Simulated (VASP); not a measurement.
# Zr3SeS2 (P4/mmm) in VASP: relaxation of cell and atoms with PBE

Aim: the relaxation of cell and atoms of Zr3SeS2 with PBE.

Everything below comes from runs of VASP 6.6.1. Logs are shortened: lines on timing, memory, paths and dates and some standing lists are left out, and cuts for length are marked.

## 1. The cell of the first run

It takes space group P4/mmm (No. 123, tetragonal). The conventional cell has a = 3.267 Å, b = 3.267 Å, c = 9.815 Å, α = 90.00°, β = 90.00°, γ = 90.00°. Zr (site symmetry 4mm) has 4 S at 2.81 Å and 4 Se at 2.87 Å and 6 Zr at 3.21 to 3.39 Å within 3.7 Å. Zr (site symmetry 4/mmm) has 8 S at 2.81 Å and 6 Zr at 3.21 to 3.27 Å within 3.7 Å. Within 3.8 Å of Se (site symmetry 4/mmm) lie 8 Zr at 2.87 Å and 4 Se at 3.27 Å and 2 S at 3.30 Å. Within 3.7 Å of S (site symmetry 4mm) lie 8 Zr at 2.81 Å and 5 S at 3.21 to 3.27 Å and 1 Se at 3.30 Å.

The cell was generated, and may not be a known phase.

## 2. Relaxation of cell and atoms, PBE

File INCAR:

```
SYSTEM = Zr3SeS2
ALGO = Normal ; EDIFF = 1E-7
EDIFFG = -0.01 ; ENCUT = 600
GGA = PE ; IBRION = 2
ISIF = 3 ; ISMEAR = 0
LASPH = .True. ; LCHARG = .False.
LREAL = .False. ; LWAVE = .False.
NELM = 60 ; NSW = 100
PREC = Accurate ; SIGMA = 0.1
```

File KPOINTS:

```
k-points
0
Gamma
  12 12 4
  0 0 0
```

File POSCAR:

```
Zr3SeS2
1.0
    3.2672217526      0.0000000000      0.0000000000
    0.0000000000      3.2672217526      0.0000000000
    0.0000000000      0.0000000000      9.8150000737
Zr Se S
3 1 2
Direct
    0.5000000000      0.5000000000      0.1727392504
    0.5000000000      0.5000000000      0.5000000000
    0.5000000000      0.5000000000      0.8272607496
    0.0000000000      0.0000000000      0.0000000000
    0.0000000000      0.0000000000      0.3364320680
    0.0000000000      0.0000000000      0.6635679320
```

Potentials or basis: VASP PAW PBE potentials, release 64 (Zr_sv, Se, S).

Started as:

```console
cat potpaw_PBE.64/Zr_sv/POTCAR potpaw_PBE.64/Se/POTCAR potpaw_PBE.64/S/POTCAR > POTCAR
mpirun -np 1 vasp_std > vasp.out
```

OUTCAR:

```text
SYSTEM = Zr3SeS2
   EDIFF = 1E-7
   EDIFFG = -0.01
   ENCUT = 600
   GGA = PE
   IBRION = 2
   ISIF = 3
   ISMEAR = 0
   LASPH = .True.
   LREAL = .False.
   NELM = 60
   NSW = 100
   PREC = Accurate

 ion  position               nearest neighbor table
   1  0.500  0.500  0.173-   5 2.81   5 2.81   5 2.81   5 2.81   4 2.87   4 2.87   4 2.87   4 2.87
                             2 3.21   3 3.39
   2  0.500  0.500  0.500-   5 2.81   6 2.81   5 2.81   6 2.81   5 2.81   6 2.81   5 2.81   6 2.81
                             1 3.21   3 3.21
   3  0.500  0.500  0.827-   6 2.81   6 2.81   6 2.81   6 2.81   4 2.87   4 2.87   4 2.87   4 2.87
                             2 3.21   1 3.39
   4  0.000  0.000  0.000-   1 2.87   3 2.87   1 2.87   3 2.87   1 2.87   3 2.87   1 2.87   3 2.87

   5  0.000  0.000  0.336-   2 2.81   2 2.81   2 2.81   2 2.81   1 2.81   1 2.81   1 2.81   1 2.81

   6  0.000  0.000  0.664-   2 2.81   2 2.81   2 2.81   2 2.81   3 2.81   3 2.81   3 2.81   3 2.81

  LATTYP: Found a simple tetragonal cell.
 ALAT       =     3.2672217526
 C/A-ratio  =     3.0040813930

  Lattice vectors:

 A1 = (   3.2672217526,   0.0000000000,   0.0000000000)
 A2 = (   0.0000000000,   3.2672217526,   0.0000000000)
 A3 = (   0.0000000000,   0.0000000000,   9.8150000737)

Analysis of symmetry for initial positions (statically):
=====================================================================
 Subroutine PRICEL returns:
 Original cell was already a primitive cell.

 Routine SETGRP: Setting up the symmetry group for a
 simple tetragonal supercell.

 Subroutine GETGRP returns: Found 16 space group operations
 (whereof 16 operations were pure point group operations)
 out of a pool of 16 trial point group operations.

The static configuration has the point symmetry D_4h.

Analysis of symmetry for dynamics (positions and initial velocities):
=====================================================================
 Subroutine PRICEL returns:
 Original cell was already a primitive cell.

 Routine SETGRP: Setting up the symmetry group for a
 simple tetragonal supercell.

 Subroutine GETGRP returns: Found 16 space group operations
 (whereof 16 operations were pure point group operations)
 out of a pool of 16 trial point group operations.

The dynamic configuration has the point symmetry D_4h.

 Subroutine INISYM returns: Found 16 space group operations
 (whereof 16 operations are pure point group operations),
 and found     1 'primitive' translations

----------------------------------------------------------------------------------------

                                     Primitive cell

  volume of cell :     104.7726

  direct lattice vectors                    reciprocal lattice vectors
     3.267221753  0.000000000  0.000000000     0.306070440  0.000000000  0.000000000
     0.000000000  3.267221753  0.000000000     0.000000000  0.306070440  0.000000000
     0.000000000  0.000000000  9.815000074     0.000000000  0.000000000  0.101884869

  length of vectors
     3.267221753  3.267221753  9.815000074     0.306070440  0.306070440  0.101884869

  position of ions in fractional coordinates (direct lattice)
     0.500000000  0.500000000  0.172739250
     0.500000000  0.500000000  0.500000000
     0.500000000  0.500000000  0.827260750
     0.000000000  0.000000000  0.000000000
     0.000000000  0.000000000  0.336432068
     0.000000000  0.000000000  0.663567932

  ion indices of the primitive-cell ions
   primitive index   ion index
                 1           1
                 2           2
                 3           3
                 4           4
                 5           5
                 6           6

----------------------------------------------------------------------------------------

 KPOINTS: k-points

Automatic generation of k-mesh.
 Grid dimensions read from file:
 generate k-points for:   12   12    4

 Generating k-lattice:

  Cartesian coordinates                     Fractional coordinates (reciprocal lattice)
     0.025505870  0.000000000  0.000000000     0.083333333  0.000000000  0.000000000
     0.000000000  0.025505870  0.000000000     0.000000000  0.083333333  0.000000000
     0.000000000  0.000000000  0.025471217     0.000000000  0.000000000  0.250000000

  Length of vectors
     0.025505870  0.025505870  0.025471217

  Shift w.r.t. Gamma in fractional coordinates (k-lattice)
     0.000000000  0.000000000  0.000000000

 Subroutine IBZKPT returns following result:
 ===========================================

 Found     84 irreducible k-points:

 Following reciprocal coordinates:
            Coordinates               Weight
  0.000000  0.000000  0.000000      1.000000
  0.083333  0.000000  0.000000      4.000000
  0.166667  0.000000  0.000000      4.000000
  0.250000  0.000000  0.000000      4.000000
  0.333333  0.000000  0.000000      4.000000
  0.416667  0.000000  0.000000      4.000000
[... 16 lines left out ...]
  0.333333  0.333333  0.000000      4.000000
  0.416667  0.333333  0.000000      8.000000
 [... further k-points ...]
   k-points           NKPTS =     84   k-points in BZ     NKDIM =     84   number of bands    NBANDS=     32
   number of dos      NEDOS =    301   number of ions     NIONS =      6
   total plane-waves  NPLWV =  62720
   dimension x,y,z NGX =    28 NGY =   28 NGZ =   80
   dimension x,y,z NGXF=    56 NGYF=   56 NGZF=  160
   ions per type =               3   1   2
   NGX,Y,Z   is equivalent  to a cutoff of  14.25, 14.25, 13.55 a.u.
   NGXF,Y,Z  is equivalent  to a cutoff of  28.49, 28.49, 27.10 a.u.
 SYSTEM =  Zr3SeS2
   PREC   = accura    normal or accurate (medium, high low for compatibility)
   ISTART =      0    job   : 0-new  1-cont  2-samecut
   ICHARG =      2    charge: 1-file 2-atom 10-const
   ISPIN  =      1    spin polarized calculation?
   LNONCOLLINEAR =      F non collinear calculations
   LSORBIT =      F    spin-orbit coupling
   LASPH  =      T    aspherical Exc in radial PAW
   ENCUT  =  600.0 eV  44.10 Ry    6.64 a.u.   6.53  6.53 19.60*2*pi/ulx,y,z
   NELM   =     60;   NELMIN=  2; NELMDL= -5     # of ELM steps
   EDIFF  = 0.1E-06   stopping-criterion for ELM
   LREAL  =      F    real-space projection
   EDIFFG = -.1E-01   stopping-criterion for IOM
   NSW    =    100    number of steps for IOM
   IBRION =      2    ionic relax: 0-MD 1-quasi-New 2-CG
   NFREE  =      1    steps in history (QN), initial steepest desc. (CG)
   ISIF   =      3    stress and relaxation
   ISYM   =      2    0-nonsym 1-usesym 2-fastsym
   POTIM  = 0.5000    time-step for ionic-motion
   TEBEG  =    0.0;   TEEND  =   0.0 temperature during run
   PSTRESS=    0.0 pullay stress
   NELECT =      54.0000    total number of electrons
   NUPDOWN=      -1.0000    fix difference up-down
   EMIN   =  10.00;   EMAX   =-10.00  energy-range for DOS
   EFERMI =   0.00;   METHOD = LEGACY
   ISMEAR =     0;   SIGMA  =   0.10  broadening in eV -4-tet -1-fermi 0-gaus
   EFERMI_NEDOS =   21; number of points for ismear=-14 and -15
   IALGO  =     38    algorithm
   IMIX   =      4    mixing-type and parameters
     AMIX     =   0.40;   BMIX     =  1.00
     AMIX_MAG =   1.60;   BMIX_MAG =  1.00
  volume/ion in A,a.u.               =      17.46       117.84
  Fermi-wavevector in a.u.,A,eV,Ry     =   1.312573  2.480404 23.440780  1.722849
  Thomas-Fermi vector in A             =   2.442956
   LORBIT       =      0    0 simple, 1 ext, 2 COOP (PROOUT), +10 PAW based schemes
   GGA     = PE    functional components
   LHFCALC =     F    Hartree Fock is set to
   AEXX    =    0.0000 exact exchange contribution
   IVDW    =     0    specifies the selected vdW correction
   LEPSILON=     F    determine dielectric tensor
   LRPA    =     F    only Hartree local field effects (RPA)
 conjugate gradient relaxation of ions
 non-spin polarized calculation
 Gauss-broadening in eV      SIGMA  =   0.10
  energy-cutoff  :      600.00
  volume of cell :      104.77
 maximum number of plane-waves:      3543
 NGX is ok and might be reduce to    28
   NGX = 13   NGY = 13   NGZ = 39

--------------------------------------- Ionic step        1  -------------------------------------------

 number of electron      54.0000005 magnetization

 Free energy of the ion-electron system (eV)
  ---------------------------------------------------
  ext. energy  EPLUGINS =         0.00000000
  ---------------------------------------------------
  free energy    TOTEN  =       -44.85232271 eV

  energy without entropy =      -44.84464770  energy(sigma->0) =      -44.84848520

------------------------ aborting loop because EDIFF is reached ----------------------------------------

  FORCE on cell =-STRESS in cart. coord.  units (eV):
  Direction    XX          YY          ZZ          XY          YZ          ZX
  --------------------------------------------------------------------------------------
  -------------------------------------------------------------------------------------
  Total        0.2441983      0.2441983      0.1410926      0.0000000      0.0000000      0.0000000
  in kB        3.7342703      3.7342703      2.1575821      0.0000000      0.0000000      0.0000000
  external PRESSURE =       3.2087076 kB  Pullay stress =       0.0000000 kB
[... 145 lines left out ...]
  energy  without entropy=      -44.8450429902  energy(sigma->0) =      -44.84891558

--------------------------------------- Ionic step        5  -------------------------------------------

 number of electron      54.0000005 magnetization

 Free energy of the ion-electron system (eV)
  ---------------------------------------------------
  ext. energy  EPLUGINS =         0.00000000
  ---------------------------------------------------
  free energy    TOTEN  =       -44.85280308 eV

  energy without entropy =      -44.84503383  energy(sigma->0) =      -44.84891846

 E-fermi :  10.8934     XC(G=0): -11.6703

 val. band max:       10.8933710987   @ k =   0.0000   0.0000   0.2500
 cond. band min:      10.8955140321   @ k =   0.2500   0.0000   0.0000
 fundamental gap:      0.0021429334
 Fermi energy:        10.8934457665

 k-point     1 :       0.0000    0.0000    0.0000
  band No.  band energies     occupation
      1     -38.7175      2.00000
      2     -38.6537      2.00000
      3     -38.6461      2.00000
      4     -16.9927      2.00000
      5     -16.9037      2.00000
      6     -16.5743      2.00000
[... 829 lines left out ...]
     31      12.1790      0.00000
     32      12.2519      0.00000

 [... further k-points ...]

------------------------ aborting loop because EDIFF is reached ----------------------------------------

  FORCE on cell =-STRESS in cart. coord.  units (eV):
  Direction    XX          YY          ZZ          XY          YZ          ZX
  --------------------------------------------------------------------------------------
  -------------------------------------------------------------------------------------
  Total       -0.0119717     -0.0119717      0.0388190      0.0000000      0.0000000      0.0000000
  in kB       -0.1826434     -0.1826434      0.5922321      0.0000000      0.0000000      0.0000000
  external PRESSURE =       0.0756484 kB  Pullay stress =       0.0000000 kB
[... 21 lines left out ...]
  FREE ENERGIE OF THE ION-ELECTRON SYSTEM (eV)
  ---------------------------------------------------
  free  energy   TOTEN  =       -44.8528030802 eV

  energy  without entropy=      -44.8450338313  energy(sigma->0) =      -44.84891846

 reached required accuracy - stopping structural energy minimisation
```

Run time: 15 min. Hardware: 1 thread of Intel Xeon Platinum 8488C (Sapphire Rapids), shared host; peak memory 0.47 GiB.

Results:

```yaml
Free_energy: -44.8528 eV
Relaxed_volume: 17.50 Å³/atom
Relaxed_cell: a = 3.271 Å, b = 3.271 Å, c = 9.818 Å, α = 90.00°, β = 90.00°, γ = 90.00°
Space_group_after_relaxing_to_0.1_Å: P4/mmm (No. 123)
Energy_gained_by_relaxing: 0.1 meV/atom
Ionic_steps: 5
Pressure_after_relaxing: 0.0 GPa
Largest_force_after_relaxing: 0.004 eV/Å
Band_gap_on_the_k_mesh: zero (bands 27 and 28 overlap by 2.61 eV)
```

Forces in eV/Å, atoms in the order of the input:
```
Zr   0.000  0.000  0.000
Zr   0.000  0.000  0.000
Zr   0.000  0.000  0.000
Se   0.000  0.000  0.000
S    0.000  0.000 -0.004
S    0.000  0.000  0.004
```

Stress tensor (GPa, compression positive):
```
-0.02  0.00  0.00
 0.00 -0.02  0.00
 0.00  0.00  0.06
```

Step by step:
```csv
step,energy change (eV),largest force (eV/Å),pressure (GPa),volume (Å³)
1,0.0000,0.0462,0.32,104.77
2,-0.0001,0.0171,-0.35,105.30
3,-0.0004,0.0300,-0.05,105.07
4,-0.0005,0.0116,-0.02,105.04
5,-0.0005,0.0040,0.01,105.02
```

Final structure:
```xyz
6
Lattice="3.2705 0.0000 0.0000 0.0000 3.2705 0.0000 0.0000 0.0000 9.8180" Properties=species:S:1:pos:R:3 pbc="T T T"
Zr    1.6353    1.6353    1.6997
Zr    1.6353    1.6353    4.9090
Zr    1.6353    1.6353    8.1183
Se    0.0000    0.0000    0.0000
S     0.0000    0.0000    3.3012
S     0.0000    0.0000    6.5168
```
